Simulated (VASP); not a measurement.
# Cl (Im-3m) in VASP: further runs

Cl is run at these levels: PBEsol; tasks: single point, relaxation of cell and atoms.

Program: VASP 6.6.1. These are calculated values, not measurements. Logs are shortened: lines on timing, memory, paths and dates and some standing lists are left out, and cuts for length are marked.

## 1. The cell of the first run

The structure is cubic, space group Im-3m (No. 229). Conventional cell: a = 3.379 Å, b = 3.379 Å, c = 3.379 Å, α = 90.00°, β = 90.00°, γ = 90.00°. Within 3.9 Å of Cl (site symmetry m-3m) lie 14 Cl at 2.93 to 3.38 Å.

## 2. Single point, PBEsol

The input, INCAR:

```
  PREC = Accurate
  ENCUT = 520
  EDIFF = 1E-7
  ISMEAR = -1
  SIGMA = 0.02
  LREAL = False
  LASPH = True
  NELM = 100
  ALGO = Normal
  ISIF = 2
  LWAVE = False
  LCHARG = True
  GGA = PS
  LELF = True
  LVHAR = True
  NBANDS = 10
```

The input, KPOINTS:

```
regular mesh
0
Gamma
  7 7 7
```

The input, POSCAR:

```
Cl
1.0
    1.6894484114      1.6894484114      1.6894484114
   -1.6894484114      1.6894484114      1.6894484114
   -1.6894484114     -1.6894484114      1.6894484114
Cl
1
Direct
    0.0000000000      0.0000000000      0.0000000000
```

Potentials or basis: VASP PAW PBE potentials, release 64 (Cl).

Launch:

```
$ cat potpaw_PBE.64/Cl/POTCAR > POTCAR
$ mpirun -np 1 vasp_std > vasp.out
```

OUTCAR:

```text
PREC = Accurate
   ENCUT = 520
   EDIFF = 1E-7
   ISMEAR = -1
   LREAL = False
   LASPH = True
   NELM = 100
   ISIF = 2
   GGA = PS

 ion  position               nearest neighbor table
   1  0.000  0.000  0.000-

  LATTYP: Found a body centered cubic cell.
 ALAT       =     3.3788968228

  Lattice vectors:

 A1 = (   1.6894484114,  -1.6894484114,  -1.6894484114)
 A2 = (   1.6894484114,   1.6894484114,   1.6894484114)
 A3 = (  -1.6894484114,  -1.6894484114,   1.6894484114)

Analysis of symmetry for initial positions (statically):
=====================================================================
 Subroutine PRICEL returns:
 Original cell was already a primitive cell.

 Routine SETGRP: Setting up the symmetry group for a
 body centered cubic supercell.

 Subroutine GETGRP returns: Found 48 space group operations
 (whereof 48 operations were pure point group operations)
 out of a pool of 48 trial point group operations.

The static configuration has the point symmetry O_h .

Analysis of symmetry for dynamics (positions and initial velocities):
=====================================================================
 Subroutine PRICEL returns:
 Original cell was already a primitive cell.

 Routine SETGRP: Setting up the symmetry group for a
 body centered cubic supercell.

 Subroutine GETGRP returns: Found 48 space group operations
 (whereof 48 operations were pure point group operations)
 out of a pool of 48 trial point group operations.

The dynamic configuration has the point symmetry O_h .

 Subroutine INISYM returns: Found 48 space group operations
 (whereof 48 operations are pure point group operations),
 and found     1 'primitive' translations

----------------------------------------------------------------------------------------

                                     Primitive cell

  volume of cell :      19.2883

  direct lattice vectors                    reciprocal lattice vectors
     1.689448411  1.689448411  1.689448411     0.295954583  0.000000000  0.295954583
    -1.689448411  1.689448411  1.689448411    -0.295954583  0.295954583  0.000000000
    -1.689448411 -1.689448411  1.689448411     0.000000000 -0.295954583  0.295954583

  length of vectors
     2.926210485  2.926210485  2.926210485     0.418542985  0.418542985  0.418542985

  position of ions in fractional coordinates (direct lattice)
     0.000000000  0.000000000  0.000000000

  ion indices of the primitive-cell ions
   primitive index   ion index
                 1           1

----------------------------------------------------------------------------------------

 KPOINTS: regular mesh

Automatic generation of k-mesh.
 Grid dimensions read from file:
 generate k-points for:    7    7    7

 Generating k-lattice:

  Cartesian coordinates                     Fractional coordinates (reciprocal lattice)
     0.042279226  0.000000000  0.042279226     0.142857143  0.000000000  0.000000000
    -0.042279226  0.042279226  0.000000000     0.000000000  0.142857143  0.000000000
     0.000000000 -0.042279226  0.042279226     0.000000000  0.000000000  0.142857143

  Length of vectors
     0.059791855  0.059791855  0.059791855

  Shift w.r.t. Gamma in fractional coordinates (k-lattice)
     0.000000000  0.000000000  0.000000000

 Subroutine IBZKPT returns following result:
 ===========================================

 Found     20 irreducible k-points:

 Following reciprocal coordinates:
            Coordinates               Weight
  0.000000  0.000000  0.000000      1.000000
  0.142857  0.000000  0.000000     12.000000
  0.285714  0.000000  0.000000     12.000000
  0.428571  0.000000  0.000000     12.000000
  0.285714  0.142857 -0.000000     24.000000
  0.428571  0.142857  0.000000     48.000000
[... 12 lines left out ...]
 -0.428571  0.428571  0.285714      8.000000
  0.428571  0.428571  0.428571      6.000000
   k-points           NKPTS =     20   k-points in BZ     NKDIM =     20   number of bands    NBANDS=     10
   number of dos      NEDOS =    301   number of ions     NIONS =      1
   total plane-waves  NPLWV =  13824
   dimension x,y,z NGX =    24 NGY =   24 NGZ =   24
   dimension x,y,z NGXF=    48 NGYF=   48 NGZF=   48
   ions per type =               1
   NGX,Y,Z   is equivalent  to a cutoff of  13.64, 13.64, 13.64 a.u.
   NGXF,Y,Z  is equivalent  to a cutoff of  27.27, 27.27, 27.27 a.u.
 SYSTEM =  unknown system
   PREC   = accura    normal or accurate (medium, high low for compatibility)
   ISTART =      0    job   : 0-new  1-cont  2-samecut
   ICHARG =      2    charge: 1-file 2-atom 10-const
   ISPIN  =      1    spin polarized calculation?
   LNONCOLLINEAR =      F non collinear calculations
   LSORBIT =      F    spin-orbit coupling
   LASPH  =      T    aspherical Exc in radial PAW
   ENCUT  =  520.0 eV  38.22 Ry    6.18 a.u.   5.44  5.44  5.44*2*pi/ulx,y,z
   NELM   =    100;   NELMIN=  2; NELMDL= -5     # of ELM steps
   EDIFF  = 0.1E-06   stopping-criterion for ELM
   LREAL  =      F    real-space projection
   EDIFFG = 0.1E-05   stopping-criterion for IOM
   NSW    =      0    number of steps for IOM
   IBRION =     -1    ionic relax: 0-MD 1-quasi-New 2-CG
   NFREE  =      0    steps in history (QN), initial steepest desc. (CG)
   ISIF   =      2    stress and relaxation
   ISYM   =      2    0-nonsym 1-usesym 2-fastsym
   POTIM  = 0.5000    time-step for ionic-motion
   TEBEG  =    0.0;   TEEND  =   0.0 temperature during run
   PSTRESS=    0.0 pullay stress
   NELECT =       7.0000    total number of electrons
   NUPDOWN=      -1.0000    fix difference up-down
   EMIN   =  10.00;   EMAX   =-10.00  energy-range for DOS
   EFERMI =   0.00;   METHOD = LEGACY
   ISMEAR =    -1;   SIGMA  =   0.02  broadening in eV -4-tet -1-fermi 0-gaus
   EFERMI_NEDOS =   21; number of points for ismear=-14 and -15
   IALGO  =     38    algorithm
   IMIX   =      4    mixing-type and parameters
     AMIX     =   0.40;   BMIX     =  1.00
     AMIX_MAG =   1.60;   BMIX_MAG =  1.00
  volume/ion in A,a.u.               =      19.29       130.16
  Fermi-wavevector in a.u.,A,eV,Ry     =   1.167730  2.206690 18.552826  1.363594
  Thomas-Fermi vector in A             =   2.304227
   LORBIT       =      0    0 simple, 1 ext, 2 COOP (PROOUT), +10 PAW based schemes
   GGA     = PS    functional components
   LHFCALC =     F    Hartree Fock is set to
   AEXX    =    0.0000 exact exchange contribution
   IVDW    =     0    specifies the selected vdW correction
   LEPSILON=     F    determine dielectric tensor
   LRPA    =     F    only Hartree local field effects (RPA)
 non-spin polarized calculation
  energy-cutoff  :      520.00
  volume of cell :       19.29
 maximum number of plane-waves:       535
 NGX is ok and might be reduce to    24
   NGX = 11   NGY = 11   NGZ = 11

 number of electron       7.0000002 magnetization

 Free energy of the ion-electron system (eV)
  ---------------------------------------------------
  ext. energy  EPLUGINS =         0.00000000
  ---------------------------------------------------
  free energy    TOTEN  =        -1.23976190 eV

  energy without entropy =       -1.23770302  energy(sigma->0) =       -1.23873246

 E-fermi :   2.8881     XC(G=0): -10.2576

 val. band max:        2.7628931829   @ k =   0.2857   0.1429  -0.0000
 cond. band min:       2.8899407896   @ k =  -0.4286   0.2857   0.0000
 fundamental gap:      0.1270476067
 Fermi energy:         2.8880576535

 k-point     1 :       0.0000    0.0000    0.0000
  band No.  band energies     occupation
      1     -13.1549      2.00000
      2       3.7780      0.00000
      3       3.7780      0.00000
      4       3.7780      0.00000
      5      13.1812      0.00000
      6      17.0102      0.00000
      7      17.0102      0.00000
      8      17.0102      0.00000
      9      20.0937      0.00000
     10      20.0937      0.00000

 k-point     2 :       0.1429    0.0000    0.0000
  band No.  band energies     occupation
      1     -12.8391      2.00000
      2       2.4204      2.00000
      3       3.3948      0.00000
      4       3.7241      0.00000
      5      14.1116      0.00000
      6      16.0904      0.00000
      7      16.6304      0.00000
      8      18.2469      0.00000
      9      19.2212      0.00000
     10      19.9064      0.00000

 k-point     3 :       0.2857    0.0000    0.0000
  band No.  band energies     occupation
      1     -12.0078      2.00000
      2      -0.1147      2.00000
      3       2.6611      1.99998
      4       3.5977      0.00000
      5      13.0876      0.00000
      6      14.6742      0.00000
      7      18.1812      0.00000
      8      20.2230      0.00000
      9      20.4673      0.00000
     10      21.4630      0.00000

 k-point     4 :       0.4286    0.0000    0.0000
  band No.  band energies     occupation
      1     -11.1432      2.00000
      2      -2.0373      2.00000
      3       2.1616      2.00000
      4       3.4917      0.00000
      5      11.8882      0.00000
      6      13.8381      0.00000
      7      20.4352      0.00000
      8      21.5850      0.00000
      9      21.7137      0.00000
     10      24.7004      0.00000

 k-point     5 :       0.2857    0.1429   -0.0000
  band No.  band energies     occupation
      1     -12.2614      2.00000
      2       0.7441      2.00000
      3       2.7629      1.99618
      4       3.3908      0.00000
      5      14.3998      0.00000
      6      15.2311      0.00000
      7      16.3850      0.00000
      8      18.7966      0.00000
      9      20.9674      0.00000
     10      21.1636      0.00000

 k-point     6 :       0.4286    0.1429    0.0000
  band No.  band energies     occupation
      1     -11.3751      2.00000
      2      -1.1433      2.00000
      3       1.7369      2.00000
      4       3.1611      0.00000
      5      13.2149      0.00000
      6      14.6029      0.00000
      7      18.0304      0.00000
      8      20.1252      0.00000
      9      22.3122      0.00000
     10      24.4918      0.00000
[... 131 lines left out ...]
 k-point    17 :       0.2857    0.2857    0.2857
  band No.  band energies     occupation
      1     -11.0370      2.00000
      2      -0.0146      2.00000
      3       1.3436      2.00000
      4       1.3436      2.00000
      5      12.3290      0.00000
      6      15.3747      0.00000
      7      18.6104      0.00000
      8      18.6104      0.00000
      9      20.5879      0.00000
     10      23.4629      0.00000

 k-point    18 :       0.4286    0.2857    0.2857
  band No.  band energies     occupation
      1     -10.3527      2.00000
      2      -0.9045      2.00000
      3       0.7765      2.00000
      4       1.1650      2.00000
      5      11.6647      0.00000
      6      13.4657      0.00000
      7      18.6662      0.00000
      8      19.3333      0.00000
      9      24.2505      0.00000
     10      25.5790      0.00000

 k-point    19 :      -0.4286    0.4286    0.2857
  band No.  band energies     occupation
      1     -10.0556      2.00000
      2      -0.3864      2.00000
      3      -0.3864      2.00000
      4       1.2402      2.00000
      5      11.7053      0.00000
      6      11.7053      0.00000
      7      18.6444      0.00000
      8      23.0349      0.00000
      9      23.0349      0.00000
     10      28.3825      0.00000

 k-point    20 :       0.4286    0.4286    0.4286
  band No.  band energies     occupation
      1      -9.8280      2.00000
      2      -0.1432      2.00000
      3       0.1885      2.00000
      4       0.1885      2.00000
      5      10.3163      0.00000
      6      10.9496      0.00000
      7      22.7120      0.00000
      8      22.7120      0.00000
      9      24.1152      0.00000
     10      25.5747      0.00000

------------------------ aborting loop because EDIFF is reached ----------------------------------------

  FORCE on cell =-STRESS in cart. coord.  units (eV):
  Direction    XX          YY          ZZ          XY          YZ          ZX
  --------------------------------------------------------------------------------------
  -------------------------------------------------------------------------------------
  Total       -0.0055850     -0.0055850     -0.0055850     -0.0000000     -0.0000000     -0.0000000
  in kB       -0.4639171     -0.4639171     -0.4639171     -0.0000000     -0.0000000     -0.0000000
  external PRESSURE =      -0.4639171 kB  Pullay stress =       0.0000000 kB

 VOLUME and BASIS-vectors are now :
 -----------------------------------------------------------------------------
  energy-cutoff  :      520.00
  volume of cell :       19.29
      direct lattice vectors                 reciprocal lattice vectors
     1.689448411  1.689448411  1.689448411     0.295954583  0.000000000  0.295954583
    -1.689448411  1.689448411  1.689448411    -0.295954583  0.295954583  0.000000000
    -1.689448411 -1.689448411  1.689448411     0.000000000 -0.295954583  0.295954583

 POSITION                                       TOTAL-FORCE (eV/Angst)
 -----------------------------------------------------------------------------------
      0.00000      0.00000      0.00000        -0.000000     -0.000000      0.000000
 -----------------------------------------------------------------------------------
    total drift:                               -0.000000     -0.000000      0.000000

  FREE ENERGIE OF THE ION-ELECTRON SYSTEM (eV)
  ---------------------------------------------------
  free  energy   TOTEN  =        -1.2397619041 eV

  energy  without entropy=       -1.2377030230  energy(sigma->0) =       -1.23873246
```

Run time: 3.2 s. Hardware: 1 thread of Intel Xeon 8259CL, shared host; peak memory 0.13 GiB.

Results:

```yaml
Free_energy: -1.2398 eV
Pressure: 0.0 GPa
```

Levels at points of the mesh, in eV from the Fermi level:
```csv
k point,band 1,band 2,band 3,band 4,band 5,band 6,band 7,band 8
"(0.00, 0.00, 0.00)",-16.04,0.89,0.89,0.89,10.29,14.12,14.12,14.12
```

Caveat: the k points lie up to 0.38 Å⁻¹ apart; the PAW data sets were made with another functional, which shifts forces and pressure a little; an odd number of electrons without spin polarisation forces a metal; a magnetic or distorted state may lie lower.

## 3. Relaxation of cell and atoms, PBEsol

This run uses another cell than the first one, of 22.37 Å³/atom, 1.160 times its volume.

The input, INCAR:

```
SYSTEM = Cl
ALGO = Normal
EDIFF = 1E-6
EDIFFG = -0.03
ENCUT = 600
GGA = PS
IBRION = 2
ISIF = 3
ISMEAR = -1
LASPH = .TRUE.
LCHARG = .FALSE.
LREAL = .FALSE.
LWAVE = .FALSE.
NELM = 80
NSW = 60
PREC = Accurate
SIGMA = 0.02
```

The input, KPOINTS:

```
k-points
0
G
  7 7 7
  0 0 0
```

The input, POSCAR:

```
Cl
1.0
    1.7750000000      1.7750000000      1.7750000000
   -1.7750000000      1.7750000000      1.7750000000
   -1.7750000000     -1.7750000000      1.7750000000
Cl
1
Direct
    0.0000000000      0.0000000000      0.0000000000
```

Potentials or basis: VASP PAW PBE potentials, release 64 (Cl).

Launch:

```
$ cat potpaw_PBE.64/Cl/POTCAR > POTCAR
$ mpirun -np 1 vasp_std > vasp.out
```

It took 11 s on 1 thread of Intel Xeon 8259CL, shared host; peak memory 0.15 GiB.

Results (log left out):

```yaml
Free_energy: -1.2400 eV
Relaxed_volume: 19.39 Å³/atom
Relaxed_cell: a = 2.932 Å, b = 2.932 Å, c = 2.932 Å, α = 70.53°, β = 109.47°, γ = 70.53°
Space_group_after_relaxing_to_0.05_Å: Im-3m (No. 229)
Energy_gained_by_relaxing: 52.4 meV/atom
Ionic_steps: 3
Pressure_after_relaxing: -0.2 GPa
```

Step by step:
| step | energy change (eV) | largest force (eV/Å) | pressure (GPa) | volume (Å³) |
| --- | --- | --- | --- | --- |
| 1 | 0.0000 | 0.0000 | -4.66 | 22.37 |
| 2 | -0.0452 | 0.0000 | -2.13 | 20.33 |
| 3 | -0.0524 | 0.0000 | -0.24 | 19.39 |

Final structure:
```cif
data_structure
_symmetry_space_group_name_H-M 'P 1'
_symmetry_Int_Tables_number 1
_cell_length_a 2.9316
_cell_length_b 2.9316
_cell_length_c 2.9316
_cell_angle_alpha 70.529
_cell_angle_beta 109.471
_cell_angle_gamma 70.529
_cell_volume 19.39
loop_
_atom_site_label
_atom_site_type_symbol
_atom_site_fract_x
_atom_site_fract_y
_atom_site_fract_z
_atom_site_occupancy
Cl1 Cl 0.00000 0.00000 0.00000 1
```

Levels at points of the mesh, in eV from the Fermi level:
| k point | band 1 | band 2 | band 3 | band 4 | band 5 | band 6 | band 7 |
| --- | --- | --- | --- | --- | --- | --- | --- |
| (0.00, 0.00, 0.00) | -16.00 | 0.88 | 0.88 | 0.88 | 10.25 | 14.12 | 14.12 |

Caveat: the PAW data sets were made with another functional, which shifts forces and pressure a little; an odd number of electrons without spin polarisation forces a metal; a magnetic or distorted state may lie lower.
